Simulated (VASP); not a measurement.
# BN (P6_3mc) in VASP: a series of runs

The runs below take BN through single point, with PBE, r2SCAN.

Everything below comes from runs of VASP 6.6.1. Logs are shortened: lines on timing, memory, paths and dates and some standing lists are left out, and cuts for length are marked.

## (1) The cell of the first run

The structure is hexagonal, space group P6_3mc (No. 186). Conventional cell: a = 2.544 Å, b = 2.544 Å, c = 4.208 Å, α = 90.00°, β = 90.00°, γ = 120.00°. B (site symmetry 3m) has 4 N at 1.56 to 1.58 Å within 2.1 Å. N (site symmetry 3m) has 4 B at 1.56 to 1.58 Å within 2.1 Å.

## (2) Single point, PBE

Input file INCAR:

```
SYSTEM = BN
PREC     = Accurate       ! precision mode
ENCUT    = 520            ! plane-wave cutoff, eV
EDIFF    = 1E-6           ! SCF threshold, eV
ISMEAR   = -1             ! smearing method
SIGMA    = 0.02           ! smearing width, eV
LREAL    = .False.        ! projectors in reciprocal space
LASPH    = .True.         ! aspherical terms in the spheres
NELM     = 100            ! most SCF steps
ALGO     = Normal         ! electronic algorithm
ISIF     = 2              ! what is computed and relaxed
LWAVE    = .False.        ! write WAVECAR
LCHARG   = .True.         ! write CHGCAR
GGA      = PE             ! functional
LELF     = .True.         ! ELF
LVHAR    = .True.       
NBANDS   = 16             ! bands
```

Input file KPOINTS:

```
Automatic mesh
0
Gamma
  12 12 6
  0 0 0
```

Input file POSCAR:

```
BN
1.0
    2.5439499987      0.0000000000      0.0000000000
   -1.2719749994      2.2031253249      0.0000000000
    0.0000000000      0.0000000000      4.2078153394
B N
2 2
Direct
    0.3333333333      0.6666666667      0.0002034650
    0.6666666667      0.3333333333      0.5002034650
    0.3333333333      0.6666666667      0.3747965350
    0.6666666667      0.3333333333      0.8747965350
```

Potentials or basis: VASP PAW PBE potentials, release 64 (B, N).

Started as:

```
> cat potpaw_PBE.64/B/POTCAR potpaw_PBE.64/N/POTCAR > POTCAR
> mpirun -np 1 vasp_std > vasp.out
```

OUTCAR:

```text
SYSTEM = BN
   PREC = Accurate
   ENCUT = 520
   EDIFF = 1E-6
   ISMEAR = -1
   LREAL = .False.
   LASPH = .True.
   NELM = 100
   ISIF = 2
   GGA = PE

 ion  position               nearest neighbor table
   1  0.333  0.667  0.000-   4 1.56   4 1.56   4 1.56   3 1.58
   2  0.667  0.333  0.500-   3 1.56   3 1.56   3 1.56   4 1.58
   3  0.333  0.667  0.375-   2 1.56   2 1.56   2 1.56   1 1.58
   4  0.667  0.333  0.875-   1 1.56   1 1.56   1 1.56   2 1.58

  LATTYP: Found a hexagonal cell.
 ALAT       =     2.5439499987
 C/A-ratio  =     1.6540479733

  Lattice vectors:

 A1 = (   2.5439499987,   0.0000000000,   0.0000000000)
 A2 = (  -1.2719749994,   2.2031253249,   0.0000000000)
 A3 = (   0.0000000000,   0.0000000000,   4.2078153394)

Analysis of symmetry for initial positions (statically):
=====================================================================
 Subroutine PRICEL returns:
 Original cell was already a primitive cell.

 Routine SETGRP: Setting up the symmetry group for a
 hexagonal supercell.

 Subroutine GETGRP returns: Found 12 space group operations
 (whereof  6 operations were pure point group operations)
 out of a pool of 24 trial point group operations.

The static configuration has the point symmetry C_3v.
 The point group associated with its full space group is C_6v.

Analysis of symmetry for dynamics (positions and initial velocities):
=====================================================================
 Subroutine PRICEL returns:
 Original cell was already a primitive cell.

 Routine SETGRP: Setting up the symmetry group for a
 hexagonal supercell.

 Subroutine GETGRP returns: Found 12 space group operations
 (whereof  6 operations were pure point group operations)
 out of a pool of 24 trial point group operations.

The dynamic configuration has the point symmetry C_3v.
 The point group associated with its full space group is C_6v.

 Subroutine INISYM returns: Found 12 space group operations
 (whereof  6 operations are pure point group operations),
 and found     1 'primitive' translations

----------------------------------------------------------------------------------------

                                     Primitive cell

  volume of cell :      23.5833

  direct lattice vectors                    reciprocal lattice vectors
     2.543949999  0.000000000  0.000000000     0.393089487  0.226950321  0.000000000
    -1.271974999  2.203125325  0.000000000     0.000000000  0.453900642  0.000000000
     0.000000000  0.000000000  4.207815339     0.000000000  0.000000000  0.237653015

  length of vectors
[... 90 lines left out ...]
   IBRION =     -1    ionic relax: 0-MD 1-quasi-New 2-CG
   NFREE  =      0    steps in history (QN), initial steepest desc. (CG)
   ISIF   =      2    stress and relaxation
   ISYM   =      2    0-nonsym 1-usesym 2-fastsym
   POTIM  = 0.5000    time-step for ionic-motion
   TEBEG  =    0.0;   TEEND  =   0.0 temperature during run
   PSTRESS=    0.0 pullay stress
   NELECT =      16.0000    total number of electrons
   NUPDOWN=      -1.0000    fix difference up-down
   EMIN   =  10.00;   EMAX   =-10.00  energy-range for DOS
   EFERMI =   0.00;   METHOD = LEGACY
   ISMEAR =    -1;   SIGMA  =   0.02  broadening in eV -4-tet -1-fermi 0-gaus
   EFERMI_NEDOS =   21; number of points for ismear=-14 and -15
   IALGO  =     38    algorithm
   IMIX   =      4    mixing-type and parameters
     AMIX     =   0.40;   BMIX     =  1.00
     AMIX_MAG =   1.60;   BMIX_MAG =  1.00
  volume/ion in A,a.u.               =       5.90        39.79
  Fermi-wavevector in a.u.,A,eV,Ry     =   1.438512  2.718393 28.154745  2.069315
  Thomas-Fermi vector in A             =   2.557470
   LORBIT       =      0    0 simple, 1 ext, 2 COOP (PROOUT), +10 PAW based schemes
   GGA     = PE    functional components
   LHFCALC =     F    Hartree Fock is set to
   AEXX    =    0.0000 exact exchange contribution
   IVDW    =     0    specifies the selected vdW correction
   LEPSILON=     F    determine dielectric tensor
   LRPA    =     F    only Hartree local field effects (RPA)
 non-spin polarized calculation
  energy-cutoff  :      520.00
  volume of cell :       23.58
 maximum number of plane-waves:       652
 NGX is ok and might be reduce to    20
   NGX =  9   NGY =  9   NGZ = 15

 number of electron      16.0000000 magnetization

 Free energy of the ion-electron system (eV)
  ---------------------------------------------------
  ext. energy  EPLUGINS =         0.00000000
  ---------------------------------------------------
  free energy    TOTEN  =       -34.82759284 eV

  energy without entropy =      -34.82759284  energy(sigma->0) =      -34.82759284

 E-fermi :   7.9806     XC(G=0): -12.8219

 val. band max:        7.5827672288   @ k =   0.0000   0.0000   0.0000
 cond. band min:      12.7723188812   @ k =   0.3333   0.3333   0.0000
 fundamental gap:      5.1895516525
 Fermi energy:         7.9805885700

 k-point     1 :       0.0000    0.0000    0.0000
  band No.  band energies     occupation
      1     -12.8454      2.00000
      2      -8.6822      2.00000
      3      -3.3541      2.00000
      4       5.4547      2.00000
      5       5.4547      2.00000
      6       7.3144      2.00000
[... 433 lines left out ...]
      3      -1.2476      2.00000
      4       0.2028      2.00000
      5       1.6021      2.00000
      6       3.2788      2.00000
[... 8 lines left out ...]
     15      23.6346      0.00000
     16      23.9118      0.00000

 [... further k-points ...]

------------------------ aborting loop because EDIFF is reached ----------------------------------------

  FORCE on cell =-STRESS in cart. coord.  units (eV):
  Direction    XX          YY          ZZ          XY          YZ          ZX
  --------------------------------------------------------------------------------------
  -------------------------------------------------------------------------------------
  Total        0.7348533      0.7348533      0.7105040     -0.0000000      0.0000000      0.0000000
  in kB       49.9237054     49.9237054     48.2694867     -0.0000000      0.0000000      0.0000000
  external PRESSURE =      49.3722992 kB  Pullay stress =       0.0000000 kB

 VOLUME and BASIS-vectors are now :
 -----------------------------------------------------------------------------
  energy-cutoff  :      520.00
  volume of cell :       23.58
      direct lattice vectors                 reciprocal lattice vectors
     2.543949999  0.000000000  0.000000000     0.393089487  0.226950321  0.000000000
    -1.271974999  2.203125325  0.000000000     0.000000000  0.453900642  0.000000000
     0.000000000  0.000000000  4.207815339     0.000000000  0.000000000  0.237653015

 POSITION                                       TOTAL-FORCE (eV/Angst)
 -----------------------------------------------------------------------------------
     -0.00000      1.46875      0.00086        -0.000000      0.000000      0.008930
      1.27197      0.73438      2.10476         0.000000     -0.000000      0.008930
     -0.00000      1.46875      1.57707         0.000000     -0.000000     -0.008930
      1.27197      0.73438      3.68098        -0.000000      0.000000     -0.008930
 -----------------------------------------------------------------------------------
    total drift:                               -0.000000     -0.000000     -0.000416

  FREE ENERGIE OF THE ION-ELECTRON SYSTEM (eV)
  ---------------------------------------------------
  free  energy   TOTEN  =       -34.8275928428 eV

  energy  without entropy=      -34.8275928428  energy(sigma->0) =      -34.82759284
```

OSZICAR:

```text
N       E                     dE             d eps       ncg     rms          rms(c)
DAV:   1     0.387384147298E+02    0.38738E+02   -0.83904E+03  2440   0.976E+02
DAV:   2    -0.344549609955E+02   -0.73193E+02   -0.68697E+02  3560   0.232E+02
DAV:   3    -0.367723931421E+02   -0.23174E+01   -0.23116E+01  2728   0.372E+01
DAV:   4    -0.367779090581E+02   -0.55159E-02   -0.55155E-02  2960   0.208E+00
DAV:   5    -0.367779246632E+02   -0.15605E-04   -0.15605E-04  2704   0.101E-01    0.951E+00
DAV:   6    -0.349945144672E+02    0.17834E+01   -0.22338E+00  3056   0.136E+01    0.452E+00
DAV:   7    -0.348561976512E+02    0.13832E+00   -0.32370E-01  3104   0.458E+00    0.275E+00
DAV:   8    -0.348285156748E+02    0.27682E-01   -0.53412E-02  2816   0.188E+00    0.259E-01
DAV:   9    -0.348273113340E+02    0.12043E-02   -0.19057E-03  2792   0.521E-01    0.135E-01
DAV:  10    -0.348275849825E+02   -0.27365E-03   -0.48006E-04  2856   0.171E-01    0.253E-02
DAV:  11    -0.348275919120E+02   -0.69295E-05   -0.32205E-05  3040   0.551E-02    0.149E-02
DAV:  12    -0.348275928428E+02   -0.93073E-06   -0.56829E-06  2880   0.237E-02
   1 F= -.34827593E+02 E0= -.34827593E+02  d E =-.445428E-11
```

stdout:

```text
POSCAR found type information on POSCAR B N
 POSCAR found :  2 types and       4 ions
 scaLAPACK will be used
 LDA part: xc-table for (Slater+PW92), standard interpolation
 POSCAR, INCAR and KPOINTS ok, starting setup
 FFT: planning ... GRIDC
 FFT: planning ... GRID_SOFT
 FFT: planning ... GRID
 WAVECAR not read
 entering main loop
```

It took 13 s on 1 thread of Intel Xeon 6975P-C (Granite Rapids), shared host; peak memory 0.14 GiB.

Results:

| Property | Result |
| --- | --- |
| Free energy | -34.8276 eV |
| Pressure | 4.9 GPa |
| Largest force | 0.009 eV/Å |
| Band gap on the k mesh | 5.19 eV, indirect (least direct gap 8.30 eV) |

Forces in eV/Å, atoms in the order of the input:
```
B    0.000  0.000  0.009
B    0.000  0.000  0.009
N    0.000  0.000 -0.009
N    0.000  0.000 -0.009
```

Stress tensor (GPa, compression positive):
```
4.99 0.00 0.00
0.00 4.99 0.00
0.00 0.00 4.83
```

## (3) Single point, PBE (strain -0.5%)

Input file INCAR:

```
PREC = Accurate
ENCUT = 520
EDIFF = 1E-6
ISMEAR = -1
SIGMA = 0.02
LREAL = False
LASPH = True
NELM = 80
ALGO = Normal
ISIF = 2
LWAVE = False
LCHARG = False
GGA = PE
NBANDS = 16
```

Input file KPOINTS:

```
Automatic mesh
0
Gamma
  12 12 6
```

Input file POSCAR:

```
BN
1.0
    2.5312302487      0.0000000000      0.0000000000
   -1.2656151244      2.1921096982      0.0000000000
    0.0000000000      0.0000000000      4.1867762627
B N
2 2
Direct
    0.3333333333      0.6666666667      0.0002584899
    0.6666666667      0.3333333333      0.5002584899
    0.3333333333      0.6666666667      0.3747415101
    0.6666666667      0.3333333333      0.8747415101
```

Potentials or basis: VASP PAW PBE potentials, release 64 (B, N).

Started as:

```
> cat potpaw_PBE.64/B/POTCAR potpaw_PBE.64/N/POTCAR > POTCAR
> mpirun -np 1 vasp_std > vasp.out
```

Run time: 11 s. Hardware: 1 thread of Intel Xeon 6975P-C (Granite Rapids), shared host; peak memory 0.14 GiB.

Results (log left out):

```
Free energy            : -34.8096 eV
Pressure               : 11.0 GPa
Largest force          : 0.009 eV/Å
Band gap on the k mesh : 5.16 eV, indirect (least direct gap 8.37 eV)
```

Forces in eV/Å, atoms in the order of the input:
```
B    0.000  0.000  0.009
B    0.000  0.000  0.009
N    0.000  0.000 -0.009
N    0.000  0.000 -0.009
```

Levels at points of the mesh, in eV from the valence-band top:
| k point | band 4 | band 5 | band 6 | band 7 | band 8 | band 9 | band 10 | band 11 | band 12 | band 13 |
| --- | --- | --- | --- | --- | --- | --- | --- | --- | --- | --- |
| (0.00, 0.00, 0.00) | -2.16 | -2.16 | -0.28 | 0.00 | 0.00 | 8.44 | 8.44 | 8.71 | 9.74 | 11.04 |
| (0.50, 0.00, 0.00) | -7.90 | -7.01 | -5.07 | -4.50 | -2.15 | 6.78 | 8.02 | 10.70 | 11.66 | 13.12 |
| (0.00, 0.00, 0.50) | -5.79 | -1.20 | -1.20 | -1.20 | -1.20 | 9.66 | 9.66 | 10.02 | 10.02 | 10.02 |
| (0.50, 0.00, 0.50) | -10.16 | -3.84 | -3.84 | -3.63 | -3.63 | 6.66 | 6.66 | 10.16 | 10.16 | 14.45 |

Caveat: the cell differs from its parent crystal (strain -0.5%). A k mesh can miss the band edges.

## (4) Single point, r2SCAN (strain -0.5%)

POSCAR is that of step 3.

Input file INCAR.step1:

```
PREC = Accurate
ENCUT = 520
ISMEAR = 0
SIGMA = 0.01
LREAL = F
LASPH = T
NELM = 60
NBANDS = 16
GGA = PE
ALGO = Normal
EDIFF = 1E-4
LWAVE = T
LCHARG = F
```

Input file INCAR.step2:

```
PREC = Accurate
ENCUT = 520
EDIFF = 1E-6
ISMEAR = 0
SIGMA = 0.01
LREAL = F
LASPH = T
NELM = 60
ALGO = Normal
ISIF = 2
LWAVE = F
LCHARG = F
METAGGA = R2SCAN
LMIXTAU = T
NBANDS = 16
ISTART = 1
```

KPOINTS is that of step 3.

Started as:

```
> cat potpaw_PBE.64/B/POTCAR potpaw_PBE.64/N/POTCAR > POTCAR
> cp INCAR.step1 INCAR
> mpirun -np 1 vasp_std > vasp.out
> cp INCAR.step2 INCAR
> mpirun -np 1 vasp_std > vasp.out
```

Wall time 47 s (1 thread of Intel Xeon 6975P-C (Granite Rapids), shared host); peak memory 0.15 GiB.

The run converged. Its results:

| Property | Result |
| --- | --- |
| Free energy | -38.2562 eV |
| Pressure | 7.2 GPa |
| Largest force | 0.003 eV/Å |
| Band gap on the k mesh | 5.69 eV, indirect (least direct gap 9.06 eV) |

Forces on the atoms (eV/Å):
```
B    0.000  0.000  0.003
B    0.000  0.000  0.003
N    0.000  0.000 -0.003
N    0.000  0.000 -0.003
```

Levels at points of the mesh, in eV from the valence-band top:
```csv
k point,band 6,band 7,band 8,band 9,band 10,band 11
"(0.00, 0.00, 0.00)",-0.28,0.00,0.00,9.14,9.14,9.40
"(0.50, 0.00, 0.00)",-5.27,-4.62,-2.23,7.35,8.65,11.45
"(0.00, 0.00, 0.50)",-1.24,-1.24,-1.24,10.39,10.39,10.77
"(0.50, 0.00, 0.50)",-3.98,-3.78,-3.78,7.26,7.26,10.82
```

Caveat: the cell differs from its parent crystal (strain -0.5%); the PAW data sets were made with another functional, which shifts forces and pressure a little. A k mesh can miss the band edges.

## (5) Single point, r2SCAN

Input file POSCAR:

```
BN
1.0
    2.5439499987      0.0000000000      0.0000000000
   -1.2719749994      2.2031253249      0.0000000000
    0.0000000000      0.0000000000      4.2078153394
B N
2 2
Direct
    0.3333333333      0.6666666667      0.0002034650
    0.6666666667      0.3333333333      0.5002034650
    0.3333333333      0.6666666667      0.3747965350
    0.6666666667      0.3333333333      0.8747965350
```

Input file INCAR.step1:

```
SYSTEM = BN
  PREC = Accurate
  ENCUT = 520
  ISMEAR = 0
  SIGMA = 0.01
  LREAL = .False.
  LASPH = .True.
  NELM = 80
  NBANDS = 16
  GGA = PE
  ALGO = Normal
  EDIFF = 1E-4
  LWAVE = .True.
  LCHARG = .False.
```

Input file INCAR.step2:

```
SYSTEM = BN
  PREC = Accurate
  ENCUT = 520
  EDIFF = 1E-7
  ISMEAR = 0
  SIGMA = 0.01
  LREAL = .False.
  LASPH = .True.
  NELM = 80
  ALGO = Normal
  ISIF = 2
  LWAVE = .False.
  LCHARG = .False.
  METAGGA = R2SCAN
  LMIXTAU = .True.
  NBANDS = 16
  ISTART = 1
```

Input file KPOINTS:

```
Automatic mesh
0
Gamma
  12 12 6
  0 0 0
```

Started as:

```
> cat potpaw_PBE.64/B/POTCAR potpaw_PBE.64/N/POTCAR > POTCAR
> cp INCAR.step1 INCAR
> mpirun -np 1 vasp_std > vasp.out
> cp INCAR.step2 INCAR
> mpirun -np 1 vasp_std > vasp.out
```

Run time: 61 s. Hardware: 1 thread of Intel Xeon 6975P-C (Granite Rapids), shared host; peak memory 0.15 GiB.

The run converged. Its results:

* Free energy: -38.2662 eV
* Pressure: 1.1 GPa
* Band gap on the k mesh: 5.72 eV, indirect (least direct gap 8.98 eV)

Forces in eV/Å, atoms in the order of the input:
```
B    0.000  0.000  0.002
B    0.000  0.000  0.002
N    0.000  0.000 -0.002
N    0.000  0.000 -0.002
```

Levels at points of the mesh, in eV from the valence-band top:
| k point | band 4 | band 5 | band 6 | band 7 | band 8 | band 9 | band 10 | band 11 | band 12 | band 13 |
| --- | --- | --- | --- | --- | --- | --- | --- | --- | --- | --- |
| (0.00, 0.00, 0.00) | -2.21 | -2.21 | -0.27 | 0.00 | 0.00 | 9.08 | 9.08 | 9.31 | 10.22 | 11.55 |
| (0.50, 0.00, 0.00) | -8.16 | -7.21 | -5.19 | -4.53 | -2.20 | 7.30 | 8.60 | 11.38 | 12.23 | 13.85 |
| (0.00, 0.00, 0.50) | -5.97 | -1.22 | -1.22 | -1.22 | -1.22 | 10.25 | 10.25 | 10.69 | 10.69 | 10.69 |
| (0.50, 0.00, 0.50) | -10.43 | -3.92 | -3.92 | -3.73 | -3.73 | 7.20 | 7.20 | 10.72 | 10.72 | 15.32 |

Caveat: the PAW data sets were made with another functional, which shifts forces and pressure a little. r2SCAN opens gaps a little over a GGA but as a rule still falls short of measured ones.

## (6) Summary

| level | cell | smearing | gap on the mesh (eV) | pressure (GPa) | largest force (eV/Å) |
| --- | --- | --- | --- | --- | --- |
| PBE | a = 2.544, b = 2.544, c = 4.208 Å, angles 90.0, 90.0, 120.0°, 4 atoms | fermi-dirac 0.02 eV | 5.19 | 4.9 | 0.01 |
| PBE | a = 2.531, b = 2.531, c = 4.187 Å, angles 90.0, 90.0, 120.0°, 4 atoms | fermi-dirac 0.02 eV | 5.16 | 11.0 | 0.01 |
| r2SCAN | a = 2.531, b = 2.531, c = 4.187 Å, angles 90.0, 90.0, 120.0°, 4 atoms | gaussian 0.01 eV | 5.69 | 7.2 | - |
| r2SCAN | a = 2.544, b = 2.544, c = 4.208 Å, angles 90.0, 90.0, 120.0°, 4 atoms | gaussian 0.01 eV | 5.72 | 1.1 | - |

Alike in all rows: task single point; potentials or basis VASP PAW PBE potentials, release 64 (B, N); no spin polarisation; k mesh 12 × 12 × 6; cutoff (eV) 520.

Caveats: the PAW data sets were made with another functional, which shifts forces and pressure a little (some runs).

Total energies depend on the potentials used, so only differences within one code and one set of settings carry meaning.
